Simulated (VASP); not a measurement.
# BRu12 (a cell with a defect) in VASP: relaxation of the atoms with PBE+D3(BJ)

Aim: the relaxation of the atoms of BRu12 (a cell with a defect) with PBE+D3(BJ).

Everything below comes from runs of VASP 6.6.1. Logs are shortened: lines on timing, memory, paths and dates and some standing lists are left out, and cuts for length are marked.

### 1 The cell of the first run

The cell holds a defect, 13 atoms: a = 5.400 Å, b = 8.100 Å, c = 4.277 Å, α = 90.00°, β = 90.00°, γ = 120.00°.

### 2 Relaxation of the atoms, PBE+D3(BJ)

Input file INCAR:

```
  PREC = Accurate
  ENCUT = 520
  EDIFF = 1E-7
  ISMEAR = -1
  SIGMA = 0.1
  LREAL = False
  LASPH = True
  NELM = 60
  ALGO = Normal
  ISIF = 2
  LWAVE = False
  LCHARG = False
  GGA = PE
  IVDW = 12
  IBRION = 2
  NSW = 45
  EDIFFG = -0.08
  KPAR = 2
```

Input file KPOINTS:

```
Automatic mesh
0
Gamma
  2 2 3
```

Input file POSCAR:

```
BRu12
1.0
    5.4000000000      0.0000000000      0.0000000000
   -4.0500000000      7.0148060000      0.0000000000
    0.0000000000      0.0000000000      4.2768000000
Ru B
12 1
Direct
    0.0000000000      0.0000000000      0.0000000000
    0.1666667000      0.2222222000      0.5000000000
    0.0000000000      0.3333333000      0.0000000000
    0.1666667000      0.5555556000      0.5000000000
    0.0000000000      0.6666667000      0.0000000000
    0.1666667000      0.8888889000      0.5000000000
    0.5000000000      0.0000000000      0.0000000000
    0.6666667000      0.2222222000      0.5000000000
    0.5000000000      0.3333333000      0.0000000000
    0.6666667000      0.5555556000      0.5000000000
    0.5000000000      0.6666667000      0.0000000000
    0.6666667000      0.8888889000      0.5000000000
    0.3307378000      0.4387845000      0.2636919000
```

Potentials or basis: VASP PAW PBE potentials, release 64 (Ru_pv, B).

Launch:

```
$ cat potpaw_PBE.64/Ru_pv/POTCAR potpaw_PBE.64/B/POTCAR > POTCAR
$ mpirun -np 2 vasp_std > vasp.out
```

OUTCAR:

```text
PREC = Accurate
   ENCUT = 520
   EDIFF = 1E-7
   ISMEAR = -1
   LREAL = False
   LASPH = True
   NELM = 60
   ISIF = 2
   GGA = PE
   IVDW = 12
   IBRION = 2
   NSW = 45
   EDIFFG = -0.08
 IVDW          = 12

 ion  position               nearest neighbor table
   1  0.000  0.000  0.000-  12 2.65  12 2.65   2 2.65   2 2.65   6 2.65   6 2.65   5 2.70   3 2.70
                             9 2.70  11 2.70   7 2.70   7 2.70
   2  0.167  0.222  0.500-  13 1.82   9 2.65   9 2.65   1 2.65   1 2.65   3 2.65   3 2.65   6 2.70
                            12 2.70   8 2.70   8 2.70  10 2.70   4 2.70
   3  0.000  0.333  0.000-  13 1.91   8 2.65   8 2.65   2 2.65   2 2.65   4 2.65   4 2.65   1 2.70
                             7 2.70   9 2.70   9 2.70  11 2.70   5 2.70
   4  0.167  0.556  0.500-  13 1.88  11 2.65  11 2.65   5 2.65   5 2.65   3 2.65   3 2.65   6 2.70
                            12 2.70  10 2.70  10 2.70   8 2.70   2 2.70
   5  0.000  0.667  0.000-  10 2.65  10 2.65   6 2.65   6 2.65   4 2.65   4 2.65   1 2.70   7 2.70
                            11 2.70  11 2.70   9 2.70   3 2.70
   6  0.167  0.889  0.500-   7 2.65   7 2.65   5 2.65   5 2.65   1 2.65   1 2.65   4 2.70   2 2.70
                             8 2.70  10 2.70  12 2.70  12 2.70
   7  0.500  0.000  0.000-   6 2.65   6 2.65   8 2.65   8 2.65  12 2.65  12 2.65   9 2.70  11 2.70
                             3 2.70   5 2.70   1 2.70   1 2.70
   8  0.667  0.222  0.500-   3 2.65   3 2.65   7 2.65   7 2.65   9 2.65   9 2.65  12 2.70   6 2.70
                             2 2.70   2 2.70   4 2.70  10 2.70
   9  0.500  0.333  0.000-  13 1.90   2 2.65   2 2.65   8 2.65   8 2.65  10 2.65  10 2.65   7 2.70
                             1 2.70   3 2.70   3 2.70   5 2.70  11 2.70
  10  0.667  0.556  0.500-  13 1.87   5 2.65   5 2.65  11 2.65  11 2.65   9 2.65   9 2.65  12 2.70
                             6 2.70   4 2.70   4 2.70   2 2.70   8 2.70
  11  0.500  0.667  0.000-  13 1.96   4 2.65   4 2.65  12 2.65  12 2.65  10 2.65  10 2.65   7 2.70
                             1 2.70   5 2.70   5 2.70   3 2.70   9 2.70
  12  0.667  0.889  0.500-   1 2.65   1 2.65  11 2.65  11 2.65   7 2.65   7 2.65   8 2.70  10 2.70
                             2 2.70   4 2.70   6 2.70   6 2.70
  13  0.331  0.439  0.264-   2 1.82  10 1.87   4 1.88   9 1.90   3 1.91  11 1.96

  LATTYP: Found a simple monoclinic cell.
 ALAT       =     5.4000000000
 B/A-ratio  =     0.7920000000
 C/A-ratio  =     1.3228756972
 COS(beta)  =    -0.1889822305

  Lattice vectors:

 A1 = (   5.4000000000,   0.0000000000,   0.0000000000)
 A2 = (   0.0000000000,   0.0000000000,   4.2768000000)
 A3 = (  -1.3500000000,  -7.0148060000,   0.0000000000)

Analysis of symmetry for initial positions (statically):
=====================================================================
 Subroutine PRICEL returns:
 Original cell was already a primitive cell.

 Routine SETGRP: Setting up the symmetry group for a
 simple monoclinic supercell.

 Subroutine GETGRP returns: Found  1 space group operations
 (whereof  1 operations were pure point group operations)
 out of a pool of  4 trial point group operations.

The static configuration has the point symmetry C_1 .

Analysis of symmetry for dynamics (positions and initial velocities):
=====================================================================
 Subroutine PRICEL returns:
 Original cell was already a primitive cell.

 Routine SETGRP: Setting up the symmetry group for a
 simple monoclinic supercell.

 Subroutine GETGRP returns: Found  1 space group operations
 (whereof  1 operations were pure point group operations)
 out of a pool of  4 trial point group operations.

The dynamic configuration has the point symmetry C_1 .

 Subroutine INISYM returns: Found  1 space group operations
 (whereof  1 operations are pure point group operations),
 and found     1 'primitive' translations

----------------------------------------------------------------------------------------

                                     Primitive cell

  volume of cell :     162.0050

  direct lattice vectors                    reciprocal lattice vectors
     5.400000000  0.000000000  0.000000000     0.185185185  0.106916713  0.000000000
    -4.050000000  7.014806000  0.000000000     0.000000000  0.142555617  0.000000000
     0.000000000  0.000000000  4.276800000     0.000000000  0.000000000  0.233819678

  length of vectors
     5.400000000  8.100000199  4.276800000     0.213833431  0.142555617  0.233819678

  position of ions in fractional coordinates (direct lattice)
     0.000000000  0.000000000  0.000000000
     0.166666700  0.222222200  0.500000000
     1.000000000  0.333333300  0.000000000
     0.166666700  0.555555600  0.500000000
     1.000000000  0.666666700  0.000000000
     0.166666700  0.888888900  0.500000000
     0.500000000  0.000000000  0.000000000
     0.666666700  0.222222200  0.500000000
     0.500000000  0.333333300  0.000000000
     0.666666700  0.555555600  0.500000000
     0.500000000  0.666666700  0.000000000
     0.666666700  0.888888900  0.500000000
     0.330737800  0.438784500  0.263691900

  ion indices of the primitive-cell ions
   primitive index   ion index
                 1           1
                 2           2
                 3           3
                 4           4
                 5           5
                 6           6
                 7           7
                 8           8
                 9           9
                10          10
                11          11
                12          12
                13          13

----------------------------------------------------------------------------------------

 KPOINTS: Automatic mesh

Automatic generation of k-mesh.
 Grid dimensions read from file:
 generate k-points for:    2    2    3

 Generating k-lattice:

  Cartesian coordinates                     Fractional coordinates (reciprocal lattice)
     0.092592593  0.053458357  0.000000000     0.500000000 -0.000000000  0.000000000
     0.000000000  0.071277809  0.000000000     0.000000000  0.500000000  0.000000000
     0.000000000  0.000000000  0.077939893     0.000000000  0.000000000  0.333333333

  Length of vectors
     0.106916716  0.071277809  0.077939893

  Shift w.r.t. Gamma in fractional coordinates (k-lattice)
     0.000000000  0.000000000  0.000000000

 Subroutine IBZKPT returns following result:
 ===========================================

 Found      8 irreducible k-points:

 Following reciprocal coordinates:
            Coordinates               Weight
  0.000000  0.000000  0.000000      1.000000
  0.500000  0.000000  0.000000      1.000000
  0.000000  0.500000  0.000000      1.000000
  0.500000  0.500000  0.000000      1.000000
  0.000000  0.000000  0.333333      2.000000
  0.500000  0.000000  0.333333      2.000000
  0.000000  0.500000  0.333333      2.000000
  0.500000  0.500000  0.333333      2.000000
   k-points           NKPTS =      8   k-points in BZ     NKDIM =      8   number of bands    NBANDS=    102
   number of dos      NEDOS =    301   number of ions     NIONS =     13
   total plane-waves  NPLWV =  76800
   dimension x,y,z NGX =    40 NGY =   60 NGZ =   32
   dimension x,y,z NGXF=    80 NGYF=  120 NGZF=   64
   ions per type =              12   1
   NGX,Y,Z   is equivalent  to a cutoff of  12.31, 12.31, 12.44 a.u.
   NGXF,Y,Z  is equivalent  to a cutoff of  24.63, 24.63, 24.88 a.u.
 SYSTEM =  unknown system
   PREC   = accura    normal or accurate (medium, high low for compatibility)
   ISTART =      0    job   : 0-new  1-cont  2-samecut
   ICHARG =      2    charge: 1-file 2-atom 10-const
   ISPIN  =      1    spin polarized calculation?
   LNONCOLLINEAR =      F non collinear calculations
   LSORBIT =      F    spin-orbit coupling
   LASPH  =      T    aspherical Exc in radial PAW
   ENCUT  =  520.0 eV  38.22 Ry    6.18 a.u.  10.04 15.06  7.95*2*pi/ulx,y,z
   NELM   =     60;   NELMIN=  2; NELMDL= -5     # of ELM steps
   EDIFF  = 0.1E-06   stopping-criterion for ELM
   LREAL  =      F    real-space projection
   EDIFFG = -.8E-01   stopping-criterion for IOM
   NSW    =     45    number of steps for IOM
   IBRION =      2    ionic relax: 0-MD 1-quasi-New 2-CG
   NFREE  =      1    steps in history (QN), initial steepest desc. (CG)
   ISIF   =      2    stress and relaxation
   ISYM   =      2    0-nonsym 1-usesym 2-fastsym
   POTIM  = 0.5000    time-step for ionic-motion
   TEBEG  =    0.0;   TEEND  =   0.0 temperature during run
   PSTRESS=    0.0 pullay stress
   NELECT =     171.0000    total number of electrons
   NUPDOWN=      -1.0000    fix difference up-down
   EMIN   =  10.00;   EMAX   =-10.00  energy-range for DOS
   EFERMI =   0.00;   METHOD = LEGACY
   ISMEAR =    -1;   SIGMA  =   0.10  broadening in eV -4-tet -1-fermi 0-gaus
   EFERMI_NEDOS =   21; number of points for ismear=-14 and -15
   IALGO  =     38    algorithm
   IMIX   =      4    mixing-type and parameters
     AMIX     =   0.40;   BMIX     =  1.00
     AMIX_MAG =   1.60;   BMIX_MAG =  1.00
  volume/ion in A,a.u.               =      12.46        84.10
  Fermi-wavevector in a.u.,A,eV,Ry     =   1.666853  3.149896 37.802432  2.778400
  Thomas-Fermi vector in A             =   2.752977
   LORBIT       =      0    0 simple, 1 ext, 2 COOP (PROOUT), +10 PAW based schemes
   GGA     = PE    functional components
   LHFCALC =     F    Hartree Fock is set to
   AEXX    =    0.0000 exact exchange contribution
   IVDW    =    12    specifies the selected vdW correction
   LEPSILON=     F    determine dielectric tensor
   LRPA    =     F    only Hartree local field effects (RPA)
 conjugate gradient relaxation of ions
 non-spin polarized calculation
  energy-cutoff  :      520.00
  volume of cell :      162.00
 maximum number of plane-waves:      4394
   NGX = 21   NGY = 31   NGZ = 15

--------------------------------------- Ionic step        1  -------------------------------------------

 number of electron     170.9999994 magnetization

 Free energy of the ion-electron system (eV)
  ---------------------------------------------------
  ext. energy  EPLUGINS =         0.00000000
  ---------------------------------------------------
  free energy    TOTEN  =      -114.75622414 eV

  energy without entropy =     -114.43482026  energy(sigma->0) =     -114.59552220

------------------------ aborting loop because EDIFF is reached ----------------------------------------

 Edisp (eV)   -8.08651

 E8    (eV) :    -3.6566
[... 348 lines left out ...]
--------------------------------------- Ionic step        8  -------------------------------------------

 number of electron     171.0000010 magnetization

 Free energy of the ion-electron system (eV)
  ---------------------------------------------------
  ext. energy  EPLUGINS =         0.00000000
  ---------------------------------------------------
  free energy    TOTEN  =      -116.32247083 eV

  energy without entropy =     -115.98657739  energy(sigma->0) =     -116.15452411

 E-fermi :  13.4616     XC(G=0): -14.3072

 val. band max:       13.4346117015   @ k =   0.5000   0.5000   0.3333
 cond. band min:      13.4922651265   @ k =   0.0000   0.0000   0.0000
 fundamental gap:      0.0576534250
 Fermi energy:        13.4616118469

 k-point     1 :       0.0000    0.0000    0.0000
  band No.  band energies     occupation
      1     -30.3304      2.00000
      2     -30.1423      2.00000
      3     -30.0672      2.00000
      4     -30.0272      2.00000
      5     -29.9973      2.00000
      6     -29.9931      2.00000
[... 789 lines left out ...]
     96      14.9843      0.00000
     97      15.2432      0.00000
 [bands above 97 left out]

------------------------ aborting loop because EDIFF is reached ----------------------------------------

 Edisp (eV)   -8.08751

 E8    (eV) :    -3.6572
[... 36 lines left out ...]
  FREE ENERGIE OF THE ION-ELECTRON SYSTEM (eV)
  ---------------------------------------------------
  free  energy   TOTEN  =      -124.4099766848 eV

  energy  without entropy=     -124.0740832433  energy(sigma->0) =     -124.24202996

 reached required accuracy - stopping structural energy minimisation
```

Run time: 19 min. Hardware: 2 MPI ranks of AMD EPYC, shared host; peak memory 0.32 GiB.

What came out:

```
Free energy                  : -124.4100 eV
Energy gained by relaxing    : 120.6 meV/atom
Ionic steps                  : 8
Pressure after relaxing      : 16.3 GPa
Largest force after relaxing : 0.062 eV/Å
Band gap on the k mesh       : zero (an odd number of electrons rules out a gap without spin polarisation)
Dispersion energy per atom   : -0.622 eV
```

Forces on the atoms (eV/Å):
```
Ru   0.007  0.007  0.004
Ru  -0.024  0.043 -0.038
Ru  -0.018 -0.050  0.028
Ru   0.016 -0.041 -0.004
Ru   0.007 -0.020  0.029
Ru  -0.004 -0.036  0.021
Ru  -0.006  0.017  0.005
Ru  -0.013  0.011 -0.003
Ru   0.008  0.006  0.010
Ru  -0.013  0.007 -0.027
Ru   0.029  0.038  0.003
Ru   0.013  0.001  0.001
B   -0.001  0.017 -0.030
```

The path:
```tsv
step	energy change (eV)	largest force (eV/Å)	pressure (GPa)
1	0.0000	5.9260	20.59
2	-0.2163	4.6832	20.68
3	-1.4744	1.0635	16.37
4	-1.5582	0.3749	16.36
5	-1.5587	0.3260	16.34
6	-1.5655	0.1244	16.34
7	-1.5656	0.1075	16.34
8	-1.5672	0.0619	16.32
```

Final structure:
```
Ru B
1.0
     5.40000    0.00000    0.00000
    -4.05000    7.01481    0.00000
     0.00000    0.00000    4.27680
Ru B
12 1
Direct
  0.99720 0.99459 0.00784
  0.15442 0.20648 0.51486
  0.98008 0.32676 0.98903
  0.15447 0.56054 0.51527
  0.00799 0.67475 0.00894
  0.16903 0.88968 0.49852
  0.49801 0.99882 0.00240
  0.65876 0.21357 0.49220
  0.51183 0.32815 0.98648
  0.68754 0.56233 0.51295
  0.51040 0.68004 0.98825
  0.66811 0.89304 0.49399
  0.33288 0.44337 0.25296
```

Levels at points of the mesh, in eV from the Fermi level:
| k point | band 82 | band 83 | band 84 | band 85 | band 86 | band 87 | band 88 | band 89 | band 90 | band 91 |
| --- | --- | --- | --- | --- | --- | --- | --- | --- | --- | --- |
| (0.00, 0.00, 0.00) | 0.03 | 0.22 | 0.23 | 0.40 | 0.43 | 0.58 | 0.58 | 0.67 | 0.81 | 0.89 |
| (0.50, 0.00, 0.00) | -0.88 | -0.82 | -0.51 | -0.46 | -0.36 | -0.35 | -0.16 | 0.51 | 0.55 | 0.57 |
| (0.00, 0.50, 0.00) | -1.28 | -1.19 | -1.12 | 0.29 | 0.37 | 1.01 | 1.07 | 1.26 | 1.34 | 1.37 |
| (0.50, 0.50, 0.00) | -1.22 | -0.85 | -0.53 | -0.42 | -0.39 | -0.08 | 0.06 | 0.47 | 0.81 | 1.11 |

Caveat: the k points lie up to 0.59 Å⁻¹ apart, too coarse for converged energies and pressures of a metal; the relaxation stopped at a loose force limit of 0.08 eV/Å, so its end isn't a converged minimum.

The gap in the log of VASP goes by the Fermi energy; the results here count the filled bands.